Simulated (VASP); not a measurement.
# TiAl in VASP: single point with r2SCAN

Aim: the single point of TiAl with r2SCAN.

All numbers are computed with VASP 6.6.1; they aren't measurements. Logs are shortened: lines on timing, memory, paths and dates and some standing lists are left out, and cuts for length are marked.

### 1 The cell of the first run

The typed cell holds 2 atoms: a = 2.815 Å, b = 2.815 Å, c = 4.052 Å, α = 90.00°, β = 90.00°, γ = 90.01°.

### 2 Single point, r2SCAN

Input file POSCAR:

```
TiAl
1.0
    2.7172272050      0.7348113202      0.0161502120
   -0.7352017656      2.7171230686     -0.0047347664
   -0.0242242699      0.0005030201      4.0523211731
Ti Al
1 1
Direct
   -0.0833315368      0.0833350458      0.0000009438
    0.4166648702      0.5833316208      0.4999990562
```

Input file INCAR.step1:

```
SYSTEM = TiAl
PREC = Accurate
ENCUT = 520
ISMEAR = 0
SIGMA = 0.15
LREAL = .FALSE.
LASPH = .TRUE.
NELM = 60
NBANDS = 14
GGA = PE
ALGO = Normal
EDIFF = 1E-4
LWAVE = .TRUE.
LCHARG = .FALSE.
```

Input file INCAR.step2:

```
SYSTEM = TiAl
PREC = Accurate
ENCUT = 520
EDIFF = 1E-6
ISMEAR = 0
SIGMA = 0.15
LREAL = .FALSE.
LASPH = .TRUE.
NELM = 60
ALGO = Normal
ISIF = 2
LWAVE = .FALSE.
LCHARG = .FALSE.
METAGGA = R2SCAN
LMIXTAU = .TRUE.
NBANDS = 14
ISTART = 1
```

Input file KPOINTS:

```
Automatic mesh
0
G
  12 12 8
  0 0 0
```

Potentials or basis: VASP PAW PBE potentials, release 64 (Ti_sv, Al).

Launch:

```bash
cat potpaw_PBE.64/Ti_sv/POTCAR potpaw_PBE.64/Al/POTCAR > POTCAR
cp INCAR.step1 INCAR
mpirun -np 1 vasp_std > vasp.out
cp INCAR.step2 INCAR
mpirun -np 1 vasp_std > vasp.out
```

OUTCAR:

```text
SYSTEM = TiAl
   PREC = Accurate
   ENCUT = 520
   EDIFF = 1E-6
   ISMEAR = 0
   LREAL = .FALSE.
   LASPH = .TRUE.
   NELM = 60
   ISIF = 2
   METAGGA = R2SCAN
   ISTART = 1

 ion  position               nearest neighbor table
   1  0.917  0.083  0.000-   2 2.84   2 2.84   2 2.84   2 2.84   2 2.84   2 2.84   2 2.84   2 2.84

   2  0.417  0.583  0.500-   1 2.84   1 2.84   1 2.84   1 2.84   1 2.84   1 2.84   1 2.84   1 2.84

  Warning from LATTYP: Monoclinic adjustment (A1->A3, A2->A1, A3->A2)!
  LATTYP: Found a simple monoclinic cell.
 ALAT       =     2.8148360208
 B/A-ratio  =     1.4396553044
 C/A-ratio  =     1.0000145371
 COS(beta)  =    -0.0001532062

  Lattice vectors:

 A1 = (  -0.7352017656,   2.7171230686,  -0.0047347664)
 A2 = (  -0.0242242699,   0.0005030201,   4.0523211731)
 A3 = (   2.7172272050,   0.7348113202,   0.0161502120)

Analysis of symmetry for initial positions (statically):
=====================================================================
 Subroutine PRICEL returns:
 Original cell was already a primitive cell.

 Routine SETGRP: Setting up the symmetry group for a
 simple monoclinic supercell.

 Subroutine GETGRP returns: Found  4 space group operations
 (whereof  2 operations were pure point group operations)
 out of a pool of  4 trial point group operations.

The static configuration has the point symmetry C_1h.
 The point group associated with its full space group is C_2h.

Analysis of symmetry for dynamics (positions and initial velocities):
=====================================================================
 Subroutine PRICEL returns:
 Original cell was already a primitive cell.

 Routine SETGRP: Setting up the symmetry group for a
 simple monoclinic supercell.

 Subroutine GETGRP returns: Found  4 space group operations
 (whereof  2 operations were pure point group operations)
 out of a pool of  4 trial point group operations.

The dynamic configuration has the point symmetry C_1h.
 The point group associated with its full space group is C_2h.

 Subroutine INISYM returns: Found  4 space group operations
 (whereof  2 operations are pure point group operations),
 and found     1 'primitive' translations

----------------------------------------------------------------------------------------

                                     Primitive cell

  volume of cell :      32.1088

  direct lattice vectors                    reciprocal lattice vectors
     2.717227205  0.734811320  0.016150212     0.342917092  0.092790388  0.002038397
    -0.735201766  2.717123069 -0.004734766    -0.092737286  0.342942345 -0.000596942
    -0.024224270  0.000503020  4.052321173    -0.001475025  0.000030888  0.246763327

  length of vectors
     2.814876940  2.814836021  4.052393609     0.355255321  0.355260486  0.246767737

  position of ions in fractional coordinates (direct lattice)
     0.916668463  0.083335046  0.000000944
     0.416664870  0.583331621  0.499999056

  ion indices of the primitive-cell ions
   primitive index   ion index
                 1           1
                 2           2

----------------------------------------------------------------------------------------

 KPOINTS: Automatic mesh

Automatic generation of k-mesh.
 Grid dimensions read from file:
 generate k-points for:   12   12    8

 Generating k-lattice:

  Cartesian coordinates                     Fractional coordinates (reciprocal lattice)
     0.028576424  0.007732532  0.000169866     0.083333333 -0.000000000 -0.000000000
    -0.007728107  0.028578529 -0.000049745     0.000000000  0.083333333  0.000000000
    -0.000184378  0.000003861  0.030845416     0.000000000 -0.000000000  0.125000000

  Length of vectors
     0.029604610  0.029605040  0.030845967

  Shift w.r.t. Gamma in fractional coordinates (k-lattice)
     0.000000000  0.000000000  0.000000000

 Subroutine IBZKPT returns following result:
 ===========================================

 Found    370 irreducible k-points:

 Following reciprocal coordinates:
            Coordinates               Weight
  0.000000  0.000000  0.000000      1.000000
  0.083333 -0.000000  0.000000      2.000000
  0.166667 -0.000000  0.000000      2.000000
  0.250000 -0.000000  0.000000      2.000000
  0.333333 -0.000000 -0.000000      2.000000
  0.416667 -0.000000  0.000000      2.000000
[... 16 lines left out ...]
  0.250000  0.166667  0.000000      2.000000
  0.333333  0.166667 -0.000000      2.000000
 [... further k-points ...]
   k-points           NKPTS =    370   k-points in BZ     NKDIM =    370   number of bands    NBANDS=     14
   number of dos      NEDOS =    301   number of ions     NIONS =      2
   total plane-waves  NPLWV =  17280
   dimension x,y,z NGX =    24 NGY =   24 NGZ =   30
   dimension x,y,z NGXF=    48 NGYF=   48 NGZF=   60
   ions per type =               1   1
   NGX,Y,Z   is equivalent  to a cutoff of  14.17, 14.17, 12.31 a.u.
   NGXF,Y,Z  is equivalent  to a cutoff of  28.35, 28.35, 24.61 a.u.
 SYSTEM =  TiAl
   PREC   = accura    normal or accurate (medium, high low for compatibility)
   ISTART =      1    job   : 0-new  1-cont  2-samecut
   ICHARG =      0    charge: 1-file 2-atom 10-const
   ISPIN  =      1    spin polarized calculation?
   LNONCOLLINEAR =      F non collinear calculations
   LSORBIT =      F    spin-orbit coupling
   LASPH  =      T    aspherical Exc in radial PAW
   ENCUT  =  520.0 eV  38.22 Ry    6.18 a.u.   5.23  5.23  7.53*2*pi/ulx,y,z
   NELM   =     60;   NELMIN=  2; NELMDL=  0     # of ELM steps
   EDIFF  = 0.1E-05   stopping-criterion for ELM
   LREAL  =      F    real-space projection
   EDIFFG = 0.1E-04   stopping-criterion for IOM
   NSW    =      0    number of steps for IOM
   IBRION =     -1    ionic relax: 0-MD 1-quasi-New 2-CG
   NFREE  =      0    steps in history (QN), initial steepest desc. (CG)
   ISIF   =      2    stress and relaxation
   ISYM   =      2    0-nonsym 1-usesym 2-fastsym
   POTIM  = 0.5000    time-step for ionic-motion
   TEBEG  =    0.0;   TEEND  =   0.0 temperature during run
   PSTRESS=    0.0 pullay stress
   NELECT =      15.0000    total number of electrons
   NUPDOWN=      -1.0000    fix difference up-down
   EMIN   =  10.00;   EMAX   =-10.00  energy-range for DOS
   EFERMI =   0.00;   METHOD = LEGACY
   ISMEAR =     0;   SIGMA  =   0.15  broadening in eV -4-tet -1-fermi 0-gaus
   EFERMI_NEDOS =   21; number of points for ismear=-14 and -15
   IALGO  =     38    algorithm
   IMIX   =      4    mixing-type and parameters
     AMIX     =   0.40;   BMIX     =  1.00
     AMIX_MAG =   1.60;   BMIX_MAG =  1.00
  volume/ion in A,a.u.               =      16.05       108.34
  Fermi-wavevector in a.u.,A,eV,Ry     =   1.270273  2.400469 21.954286  1.613595
  Thomas-Fermi vector in A             =   2.403270
   LORBIT       =      0    0 simple, 1 ext, 2 COOP (PROOUT), +10 PAW based schemes
   METAGGA = R2SCAN    functional components
   LHFCALC =     F    Hartree Fock is set to
   AEXX    =    0.0000 exact exchange contribution
   IVDW    =     0    specifies the selected vdW correction
   LEPSILON=     F    determine dielectric tensor
   LRPA    =     F    only Hartree local field effects (RPA)
 non-spin polarized calculation
 Gauss-broadening in eV      SIGMA  =   0.15
  energy-cutoff  :      520.00
  volume of cell :       32.11
 maximum number of plane-waves:       892
 NGX is ok and might be reduce to    24
   NGX = 11   NGY = 11   NGZ = 15

 number of electron      14.9999998 magnetization

 Free energy of the ion-electron system (eV)
  ---------------------------------------------------
  ext. energy  EPLUGINS =         0.00000000
  ---------------------------------------------------
  free energy    TOTEN  =       -20.60246289 eV

  energy without entropy =      -20.58688694  energy(sigma->0) =      -20.59467491

 E-fermi :   8.4248     XC(G=0): -11.8953

 val. band max:        8.3985177462   @ k =  -0.4167   0.4167   0.0000
 cond. band min:       8.4333598282   @ k =  -0.4167   0.1667   0.3750
 fundamental gap:      0.0348420820
 Fermi energy:         8.4248331229

 k-point     1 :       0.0000    0.0000    0.0000
  band No.  band energies     occupation
      1     -50.5194      2.00000
      2     -25.8895      2.00000
      3     -25.4065      2.00000
      4     -25.4064      2.00000
      5      -1.1901      2.00000
      6       6.4549      2.00000
      7       7.4612      2.00000
      8       7.9625      1.99999
      9      10.8092      0.00000
     10      10.8098      0.00000
     11      12.1497      0.00000
     12      15.0762      0.00000
     13      17.3939      0.00000
     14      17.3946      0.00000

 k-point     2 :       0.0833   -0.0000    0.0000
  band No.  band energies     occupation
      1     -50.5151      2.00000
      2     -25.8852      2.00000
      3     -25.4421      2.00000
      4     -25.4034      2.00000
      5      -1.0448      2.00000
      6       6.5712      2.00000
      7       7.5141      2.00000
      8       7.8511      2.00000
      9      10.8338      0.00000
     10      10.9516      0.00000
     11      12.0074      0.00000
     12      15.0662      0.00000
     13      15.6007      0.00000
     14      17.5837      0.00000

 k-point     3 :       0.1667   -0.0000    0.0000
  band No.  band energies     occupation
      1     -50.5035      2.00000
      2     -25.8737      2.00000
      3     -25.5385      2.00000
      4     -25.3953      2.00000
      5      -0.6142      2.00000
      6       6.8776      2.00000
      7       7.5728      2.00000
      8       7.6024      2.00000
      9      10.9008      0.00000
     10      11.3419      0.00000
     11      11.6521      0.00000
     12      13.6438      0.00000
     13      15.0520      0.00000
     14      18.1023      0.00000
[... 324 lines left out ...]
 k-point    23 :       0.2500    0.1667    0.0000
  band No.  band energies     occupation
      1     -50.4719      2.00000
      2     -25.8427      2.00000
      3     -25.6541      2.00000
      4     -25.5120      2.00000
      5       0.6316      2.00000
      6       7.3785      2.00000
      7       7.3786      2.00000
      8       7.9437      1.99999
      9       9.8951      0.00000
     10      10.6293      0.00000
     11      12.4596      0.00000
     12      13.1992      0.00000
     13      15.1699      0.00000
     14      15.6916      0.00000

 k-point    24 :       0.3333    0.1667   -0.0000
  band No.  band energies     occupation
      1     -50.4560      2.00000
      2     -25.8272      2.00000
      3     -25.7802      2.00000
      4     -25.4991      2.00000
      5       1.5579      2.00000
      6       6.7122      2.00000
      7       7.1869      2.00000
      8       8.1783      1.97991
      9       9.8934      0.00000
     10      10.2705      0.00000
     11      12.1708      0.00000
     12      13.9580      0.00000
     13      15.3318      0.00000
     14      16.2881      0.00000

 [... further k-points ...]

------------------------ aborting loop because EDIFF is reached ----------------------------------------

  FORCE on cell =-STRESS in cart. coord.  units (eV):
  Direction    XX          YY          ZZ          XY          YZ          ZX
  --------------------------------------------------------------------------------------
  -------------------------------------------------------------------------------------
  Total        0.0254661      0.0275231      0.0234322      0.0012913      0.0000072      0.0000120
  in kB        1.2707163      1.3733601      1.1692270      0.0644350      0.0003583      0.0005982
  external PRESSURE =       1.2711011 kB  Pullay stress =       0.0000000 kB

 VOLUME and BASIS-vectors are now :
 -----------------------------------------------------------------------------
  energy-cutoff  :      520.00
  volume of cell :       32.11
      direct lattice vectors                 reciprocal lattice vectors
     2.717227205  0.734811320  0.016150212     0.342917092  0.092790388  0.002038397
    -0.735201766  2.717123069 -0.004734766    -0.092737286  0.342942345 -0.000596942
    -0.024224270  0.000503020  4.052321173    -0.001475025  0.000030888  0.246763327

 POSITION                                       TOTAL-FORCE (eV/Angst)
 -----------------------------------------------------------------------------------
      2.42953      0.90001      0.01441        -0.000000     -0.000000      0.000000
      0.69119      1.89141      2.03012         0.000000      0.000000      0.000000
 -----------------------------------------------------------------------------------
    total drift:                               -0.000327     -0.000587     -0.004844

  FREE ENERGIE OF THE ION-ELECTRON SYSTEM (eV)
  ---------------------------------------------------
  free  energy   TOTEN  =       -20.6024628924 eV

  energy  without entropy=      -20.5868869376  energy(sigma->0) =      -20.59467491
```

It took 16 min on 1 thread of Oxide Virtual Turin-like, shared host; peak memory 0.26 GiB.

What came out:

```yaml
Free_energy: -20.6025 eV
Pressure: 0.1 GPa
Band_gap_on_the_k_mesh: zero (an odd number of electrons rules out a gap without spin polarisation)
```

Caveat: the PAW data sets were made with another functional, which shifts forces and pressure a little.

The gap in the log of VASP goes by the Fermi energy; the results here count the filled bands.